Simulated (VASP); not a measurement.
# Ba (P6/mmm) in VASP: settings compared, part 2 of 2

VASP 6.6.1.

## (4) Single point, r2SCAN

This run uses another cell than the first one, of 81.72 Å³/atom.

POSCAR reads:

```
Ba
1.0
    6.9897845757      0.0000000000      0.0000000000
   -3.4948922878      6.0533310095      0.0000000000
    0.0000000000      0.0000000000      3.8630063009
Ba
2
Direct
    0.3333333333      0.6666666667      0.5000000000
    0.6666666667      0.3333333333      0.5000000000
```

INCAR.step1 reads:

```
  ALGO = Normal
  EDIFF = 1E-4
  ENCUT = 520
  GGA = PE
  ISMEAR = 1
  LASPH = T
  LCHARG = F
  LREAL = F
  LWAVE = T
  NBANDS = 17
  NELM = 100
  PREC = Accurate
  SIGMA = 0.1
```

INCAR.step2 reads:

```
  ALGO = Normal
  EDIFF = 1E-7
  ENCUT = 520
  ISIF = 2
  ISMEAR = 1
  ISTART = 1
  LASPH = T
  LCHARG = F
  LMIXTAU = T
  LREAL = F
  LWAVE = F
  METAGGA = R2SCAN
  NBANDS = 17
  NELM = 100
  PREC = Accurate
  SIGMA = 0.1
```

KPOINTS reads:

```
k-points
0
Gamma
  4 4 7
```

Potentials or basis: VASP PAW PBE potentials, release 64 (Ba_sv).

On the command line:

```sh
cat potpaw_PBE.64/Ba_sv/POTCAR > POTCAR
cp INCAR.step1 INCAR
mpirun -np 1 vasp_std > vasp.out
cp INCAR.step2 INCAR
mpirun -np 1 vasp_std > vasp.out
```

OUTCAR:

```text
EDIFF = 1E-7
   ENCUT = 520
   ISIF = 2
   ISMEAR = 1
   ISTART = 1
   LASPH = T
   LREAL = F
   METAGGA = R2SCAN
   NELM = 100
   PREC = Accurate

 ion  position               nearest neighbor table
   1  0.333  0.667  0.500-   2 4.04   2 4.04   2 4.04
   2  0.667  0.333  0.500-   1 4.04   1 4.04   1 4.04

  LATTYP: Found a hexagonal cell.
 ALAT       =     6.9897845757
 C/A-ratio  =     0.5526645720

  Lattice vectors:

 A1 = (   6.9897845757,   0.0000000000,   0.0000000000)
 A2 = (  -3.4948922878,   6.0533310095,   0.0000000000)
 A3 = (   0.0000000000,   0.0000000000,   3.8630063009)

Analysis of symmetry for initial positions (statically):
=====================================================================
 Subroutine PRICEL returns:
 Original cell was already a primitive cell.

 Routine SETGRP: Setting up the symmetry group for a
 hexagonal supercell.

 Subroutine GETGRP returns: Found 24 space group operations
 (whereof 24 operations were pure point group operations)
 out of a pool of 24 trial point group operations.

The static configuration has the point symmetry D_6h.

Analysis of symmetry for dynamics (positions and initial velocities):
=====================================================================
 Subroutine PRICEL returns:
 Original cell was already a primitive cell.

 Routine SETGRP: Setting up the symmetry group for a
 hexagonal supercell.

 Subroutine GETGRP returns: Found 24 space group operations
 (whereof 24 operations were pure point group operations)
 out of a pool of 24 trial point group operations.

The dynamic configuration has the point symmetry D_6h.

 Subroutine INISYM returns: Found 24 space group operations
 (whereof 24 operations are pure point group operations),
 and found     1 'primitive' translations

----------------------------------------------------------------------------------------

                                     Primitive cell
[... 100 lines left out ...]
   IMIX   =      4    mixing-type and parameters
     AMIX     =   0.40;   BMIX     =  1.00
     AMIX_MAG =   1.60;   BMIX_MAG =  1.00
  volume/ion in A,a.u.               =      81.72       551.51
  Fermi-wavevector in a.u.,A,eV,Ry     =   0.812750  1.535875  8.987498  0.660562
  Thomas-Fermi vector in A             =   1.922350
   LORBIT       =      0    0 simple, 1 ext, 2 COOP (PROOUT), +10 PAW based schemes
   METAGGA = R2SCAN    functional components
   LHFCALC =     F    Hartree Fock is set to
   AEXX    =    0.0000 exact exchange contribution
   IVDW    =     0    specifies the selected vdW correction
   LEPSILON=     F    determine dielectric tensor
   LRPA    =     F    only Hartree local field effects (RPA)
 non-spin polarized calculation
 Methfessel and Paxton  Order N= 1 SIGMA  =   0.10
  energy-cutoff  :      520.00
  volume of cell :      163.45
 maximum number of plane-waves:      4420
 NGX is ok and might be reduce to    54
   NGX = 25   NGY = 25   NGZ = 15

 number of electron      20.0000003 magnetization

 Free energy of the ion-electron system (eV)
  ---------------------------------------------------
  ext. energy  EPLUGINS =         0.00000000
  ---------------------------------------------------
  free energy    TOTEN  =       -51.34935089 eV

  energy without entropy =      -51.35036129  energy(sigma->0) =      -51.34968769

 E-fermi :   0.7036     XC(G=0):  -6.7614

 val. band max:        0.5948088866   @ k =   0.2500   0.2500   0.1429
 cond. band min:       0.7050872944   @ k =   0.2500   0.2500   0.2857
 fundamental gap:      0.1102784078
 Fermi energy:         0.7036033132

 k-point     1 :       0.0000    0.0000    0.0000
  band No.  band energies     occupation
      1     -29.7105      2.00000
      2     -29.6379      2.00000
      3     -14.6939      2.00000
      4     -14.6939      2.00000
      5     -14.2974      2.00000
      6     -14.2974      2.00000
[... 297 lines left out ...]
      4     -14.7236      2.00000
      5     -14.6165      2.00000
      6     -14.4661      2.00000
[... 9 lines left out ...]
     16       3.5797      0.00000
     17       3.8795      0.00000

------------------------ aborting loop because EDIFF is reached ----------------------------------------

  FORCE on cell =-STRESS in cart. coord.  units (eV):
  Direction    XX          YY          ZZ          XY          YZ          ZX
  --------------------------------------------------------------------------------------
  -------------------------------------------------------------------------------------
  Total        0.1019421      0.1019421      0.1311461      0.0000000      0.0000000      0.0000000
  in kB        0.9992646      0.9992646      1.2855308      0.0000000      0.0000000      0.0000000
  external PRESSURE =       1.0946867 kB  Pullay stress =       0.0000000 kB

 VOLUME and BASIS-vectors are now :
 -----------------------------------------------------------------------------
  energy-cutoff  :      520.00
  volume of cell :      163.45
      direct lattice vectors                 reciprocal lattice vectors
     6.989784576  0.000000000  0.000000000     0.143065926  0.082599151  0.000000000
    -3.494892288  6.053331009  0.000000000     0.000000000  0.165198301  0.000000000
     0.000000000  0.000000000  3.863006301     0.000000000  0.000000000  0.258865744

 POSITION                                       TOTAL-FORCE (eV/Angst)
 -----------------------------------------------------------------------------------
     -0.00000      4.03555      1.93150         0.000000     -0.000000     -0.000000
      3.49489      2.01778      1.93150        -0.000000      0.000000      0.000000
 -----------------------------------------------------------------------------------
    total drift:                               -0.000000     -0.000000     -0.000000

  FREE ENERGIE OF THE ION-ELECTRON SYSTEM (eV)
  ---------------------------------------------------
  free  energy   TOTEN  =       -51.3493508865 eV

  energy  without entropy=      -51.3503612939  energy(sigma->0) =      -51.34968769
```

OSZICAR.step1:

```text
N       E                     dE             d eps       ncg     rms          rms(c)
DAV:   1     0.162416767251E+03    0.16242E+03   -0.78630E+03   544   0.925E+02
DAV:   2     0.938105914724E+01   -0.15304E+03   -0.14965E+03   907   0.182E+02
DAV:   3    -0.221096519875E+01   -0.11592E+02   -0.11467E+02   707   0.568E+01
DAV:   4    -0.241076358715E+01   -0.19980E+00   -0.19844E+00   821   0.641E+00
DAV:   5    -0.241382672445E+01   -0.30631E-02   -0.30489E-02   773   0.698E-01    0.257E+00
DAV:   6    -0.233977978198E+01    0.74047E-01   -0.10130E-01   668   0.112E+00    0.147E+00
DAV:   7    -0.232181902824E+01    0.17961E-01   -0.10261E-01   658   0.130E+00    0.235E-01
DAV:   8    -0.232295799534E+01   -0.11390E-02   -0.34099E-03   871   0.329E-01    0.622E-02
DAV:   9    -0.232316089929E+01   -0.20290E-03   -0.48377E-04   614   0.899E-02    0.237E-02
DAV:  10    -0.232321295384E+01   -0.52055E-04   -0.83394E-05   586   0.419E-02
   1 F= -.23232130E+01 E0= -.23228945E+01  d E =-.955252E-03
```

It took 7.4 min on 1 thread of Oxide Virtual Turin-like, shared host; peak memory 0.29 GiB.

Results:

```
Free energy            : -51.3494 eV
Pressure               : 0.1 GPa
Band gap on the k mesh : zero (bands 10 and 11 overlap by 0.93 eV)
```

Levels at points of the mesh, in eV from the Fermi level:
```tsv
k point	band 8	band 9	band 10	band 11	band 12	band 13
(0.00, 0.00, 0.00)	-14.63	-2.33	0.29	0.49	0.78	0.78
(0.50, 0.00, 0.00)	-14.65	-1.41	-0.69	-0.16	0.62	0.72
```

Caveat: the PAW data sets were made with another functional, which shifts forces and pressure a little; spin-orbit coupling is left out, which moves the levels of the heavy elements.

## (5) Relaxation of cell and atoms, BLYP+D3(BJ)

This run uses another cell than the first one, of 82.85 Å³/atom.

INCAR reads:

```
PREC = Accurate
ENCUT = 600
EDIFF = 1E-7
ISMEAR = 1
SIGMA = 0.1
LREAL = False
LASPH = True
NELM = 60
ALGO = Normal
ISIF = 3
LWAVE = False
LCHARG = False
GGA = B5
ALDAX = 1.0
AGGAX = 1.0
AGGAC = 1.0
ALDAC = 0.0
IVDW = 12
VDW_S6 = 1.0
VDW_S8 = 2.6996
VDW_A1 = 0.4298
VDW_A2 = 4.2359
IBRION = 2
NSW = 80
EDIFFG = -0.01
```

KPOINTS reads:

```
Automatic mesh
0
Gamma
  4 4 7
```

POSCAR reads:

```
Ba
1.0
    6.9960670000      0.0000000000      0.0000000000
   -3.4980335000      6.0587717486      0.0000000000
    0.0000000000      0.0000000000      3.9093940000
Ba
2
Direct
    0.3333330000      0.6666670000      0.5000000000
    0.6666670000      0.3333330000      0.5000000000
```

On the command line:

```sh
cat potpaw_PBE.64/Ba_sv/POTCAR > POTCAR
mpirun -np 1 vasp_std > vasp.out
```

Wall time 8.1 min (1 thread of Oxide Virtual Turin-like, shared host); peak memory 0.31 GiB.

The run converged. Its results:

```
Free energy                           : -2.0251 eV
Relaxed volume                        : 79.26 Å³/atom
Relaxed cell                          : a = 6.900 Å, b = 6.900 Å, c = 3.845 Å, α = 90.00°, β = 90.00°, γ = 120.00°
Space group after relaxing (to 0.1 Å) : P6/mmm (No. 191)
Energy gained by relaxing             : 1.4 meV/atom
Ionic steps                           : 6
Pressure after relaxing               : 0.0 GPa
Band gap on the k mesh                : zero (bands 10 and 11 overlap by 0.72 eV)
Dispersion energy per atom            : -0.392 eV
```

Step by step:
```tsv
step	energy change (eV)	largest force (eV/Å)	pressure (GPa)	volume (Å³)
1	0.0000	0.0000	-0.11	165.71
2	-0.0009	0.0000	-0.09	164.37
3	-0.0024	0.0000	-0.04	160.39
4	-0.0025	0.0000	0.00	158.68
5	-0.0025	0.0000	-0.01	159.16
6	-0.0027	0.0000	-0.01	158.51
```

Final structure:
```cif
data_structure
_symmetry_space_group_name_H-M 'P 1'
_symmetry_Int_Tables_number 1
_cell_length_a 6.8999
_cell_length_b 6.8999
_cell_length_c 3.8446
_cell_angle_alpha 90.000
_cell_angle_beta 90.000
_cell_angle_gamma 120.000
_cell_volume 158.51
loop_
_atom_site_label
_atom_site_type_symbol
_atom_site_fract_x
_atom_site_fract_y
_atom_site_fract_z
_atom_site_occupancy
Ba1 Ba 0.33333 0.66667 0.50000 1
Ba2 Ba 0.66667 0.33333 0.50000 1
```

Levels at points of the mesh, in eV from the Fermi level:
```tsv
k point	band 6	band 7	band 8	band 9	band 10	band 11	band 12	band 13	band 14
(0.00, 0.00, 0.00)	-14.27	-14.00	-13.91	-2.17	0.09	0.33	0.74	0.74	1.07
(0.50, 0.00, 0.00)	-14.23	-13.97	-13.94	-1.31	-0.61	-0.14	0.49	0.51	0.82
```

Caveat: the PAW data sets were made with another functional, which shifts forces and pressure a little; spin-orbit coupling is left out, which moves the levels of the heavy elements.

## (6) Relaxation of cell and atoms, PBEsol

This run uses another cell than the first one, of 82.85 Å³/atom.

INCAR reads:

```
SYSTEM = Ba
PREC = Accurate ; ENCUT = 600
EDIFF = 1E-6 ; ISMEAR = 1
SIGMA = 0.1 ; LREAL = .FALSE.
LASPH = .TRUE. ; NELM = 100
ALGO = Normal ; ISIF = 3
LWAVE = .FALSE. ; LCHARG = .FALSE.
GGA = PS ; IBRION = 2
NSW = 80 ; EDIFFG = -0.01
```

KPOINTS reads:

```
Automatic mesh
0
G
  4 4 7
  0 0 0
```

POSCAR is that of step 5.

Potentials or basis: VASP PAW PBE potentials, release 64 (Ba_sv).

On the command line:

```sh
cat potpaw_PBE.64/Ba_sv/POTCAR > POTCAR
mpirun -np 1 vasp_std > vasp.out
```

Run time: 2.5 min. Hardware: 1 thread of Oxide Virtual Turin-like, shared host; peak memory 0.3 GiB.

The run converged. Its results:

| Property | Result |
| --- | --- |
| Free energy | -2.7489 eV |
| Relaxed volume | 76.98 Å³/atom |
| Relaxed cell | a = 6.847 Å, b = 6.847 Å, c = 3.792 Å, α = 90.00°, β = 90.00°, γ = 120.00° |
| Space group after relaxing (to 0.1 Å) | P6/mmm (No. 191) |
| Energy gained by relaxing | 5.9 meV/atom |
| Ionic steps | 4 |
| Pressure after relaxing | 0.0 GPa |
| Band gap on the k mesh | zero (bands 10 and 11 overlap by 0.78 eV) |

Step by step:
```tsv
step	energy change (eV)	largest force (eV/Å)	pressure (GPa)	volume (Å³)
1	0.0000	0.0000	-0.27	165.71
2	-0.0053	0.0000	-0.21	162.33
3	-0.0118	0.0000	0.04	152.47
4	-0.0119	0.0000	-0.01	153.95
```

Final structure:
```
Ba
1.0
     6.84713    0.00000    0.00000
    -3.42357    5.92979    0.00000
     0.00000    0.00000    3.79176
Ba
2
Direct
  0.33333 0.66667 0.50000
  0.66667 0.33333 0.50000
```

Levels at points of the mesh, in eV from the Fermi level:
```
           k point  band 7  band 8  band 9  band 10  band 11  band 12  band 13  band 14
(0.00, 0.00, 0.00)  -13.83  -13.73   -2.24     0.05     0.29     0.76     0.76     1.11
(0.50, 0.00, 0.00)  -13.79  -13.76   -1.34    -0.65    -0.21     0.50     0.53     0.79
```

Caveat: the PAW data sets were made with another functional, which shifts forces and pressure a little; spin-orbit coupling is left out, which moves the levels of the heavy elements.

## (7) Relaxation of cell and atoms, r2SCAN

This run uses another cell than the first one, of 82.85 Å³/atom.

POSCAR is that of step 6.

INCAR.step1 reads:

```
PREC = Accurate
ENCUT = 600
ISMEAR = 1
SIGMA = 0.1
LREAL = F
LASPH = T
NELM = 100
GGA = PE
ALGO = Normal
EDIFF = 1E-4
LWAVE = T
LCHARG = F
```

INCAR.step2 reads:

```
PREC = Accurate
ENCUT = 600
EDIFF = 1E-6
ISMEAR = 1
SIGMA = 0.1
LREAL = F
LASPH = T
NELM = 100
ALGO = Normal
ISIF = 3
LWAVE = F
LCHARG = F
METAGGA = R2SCAN
LMIXTAU = T
IBRION = 2
NSW = 80
EDIFFG = -0.01
ISTART = 1
```

KPOINTS reads:

```
Automatic mesh
0
Gamma
  4 4 7
```

On the command line:

```sh
cat potpaw_PBE.64/Ba_sv/POTCAR > POTCAR
cp INCAR.step1 INCAR
mpirun -np 1 vasp_std > vasp.out
cp INCAR.step2 INCAR
mpirun -np 1 vasp_std > vasp.out
```

Run time: 26 min. Hardware: 1 thread of Oxide Virtual Turin-like, shared host; peak memory 0.33 GiB.

The run converged. Its results:

```yaml
Free_energy: -51.3511 eV
Relaxed_volume: 84.78 Å³/atom
Relaxed_cell: a = 7.096 Å, b = 7.096 Å, c = 3.888 Å, α = 90.00°, β = 90.00°, γ = 120.00°
Space_group_after_relaxing_to_0.1_Å: P6/mmm (No. 191)
Energy_gained_by_relaxing: 1.0 meV/atom
Ionic_steps: 7
Pressure_after_relaxing: 0.0 GPa
Band_gap_on_the_k_mesh: zero (bands 10 and 11 overlap by 0.90 eV)
```

Step by step:
```tsv
step	energy change (eV)	largest force (eV/Å)	pressure (GPa)	volume (Å³)
1	0.0000	0.0000	0.01	165.71
2	-0.0011	0.0000	0.03	165.79
3	-0.0013	0.0000	0.07	165.90
4	-0.0014	0.0000	0.06	165.86
5	-0.0017	0.0000	0.04	166.72
6	-0.0019	0.0000	0.02	167.66
7	-0.0021	0.0000	-0.01	169.55
```

Final structure:
```cif
data_structure
_symmetry_space_group_name_H-M 'P 1'
_symmetry_Int_Tables_number 1
_cell_length_a 7.0958
_cell_length_b 7.0958
_cell_length_c 3.8884
_cell_angle_alpha 90.000
_cell_angle_beta 90.000
_cell_angle_gamma 120.000
_cell_volume 169.55
loop_
_atom_site_label
_atom_site_type_symbol
_atom_site_fract_x
_atom_site_fract_y
_atom_site_fract_z
_atom_site_occupancy
Ba1 Ba 0.33333 0.66667 0.50000 1
Ba2 Ba 0.66667 0.33333 0.50000 1
```

Levels at points of the mesh, in eV from the Fermi level:
```csv
k point,band 7,band 8,band 9,band 10,band 11,band 12,band 13,band 14
"(0.00, 0.00, 0.00)",-14.73,-14.66,-2.30,0.33,0.45,0.77,0.77,0.99
"(0.50, 0.00, 0.00)",-14.71,-14.69,-1.42,-0.72,-0.11,0.62,0.73,0.91
```

Caveat: the PAW data sets were made with another functional, which shifts forces and pressure a little; spin-orbit coupling is left out, which moves the levels of the heavy elements.

## (8) Overview

| task | level | cell | cutoff (eV) | gap on the mesh (eV) | pressure (GPa) | relaxed volume (Å³/atom) |
| --- | --- | --- | --- | --- | --- | --- |
| single point | PBEsol | a = 6.781, b = 6.781, c = 3.781 Å, angles 90.0, 90.0, 120.0°, 2 atoms | 520 | none | 0.1 | - |
| single point | BLYP+D3(BJ) | a = 6.836, b = 6.836, c = 3.831 Å, angles 90.0, 90.0, 120.0°, 2 atoms | 520 | none | 0.1 | - |
| single point | r2SCAN | a = 6.990, b = 6.990, c = 3.863 Å, angles 90.0, 90.0, 120.0°, 2 atoms | 520 | none | 0.1 | - |
| relaxation of cell and atoms | BLYP+D3(BJ) | relaxed from a = 6.996, b = 6.996, c = 3.909 Å, angles 90.0, 90.0, 120.0°, 2 atoms | 600 | none | 0.0 | 79.26 |
| relaxation of cell and atoms | PBEsol | relaxed from a = 6.996, b = 6.996, c = 3.909 Å, angles 90.0, 90.0, 120.0°, 2 atoms | 600 | none | 0.0 | 76.98 |
| relaxation of cell and atoms | r2SCAN | relaxed from a = 6.996, b = 6.996, c = 3.909 Å, angles 90.0, 90.0, 120.0°, 2 atoms | 600 | none | 0.0 | 84.78 |

Alike in all rows: potentials or basis VASP PAW PBE potentials, release 64 (Ba_sv); no spin polarisation; k mesh 4 × 4 × 7; smearing methfessel-paxton 0.1 eV.

Caveats: the PAW data sets were made with another functional, which shifts forces and pressure a little; spin-orbit coupling is left out, which moves the levels of the heavy elements.

Absolute energies hang on the potentials; compare differences alone.
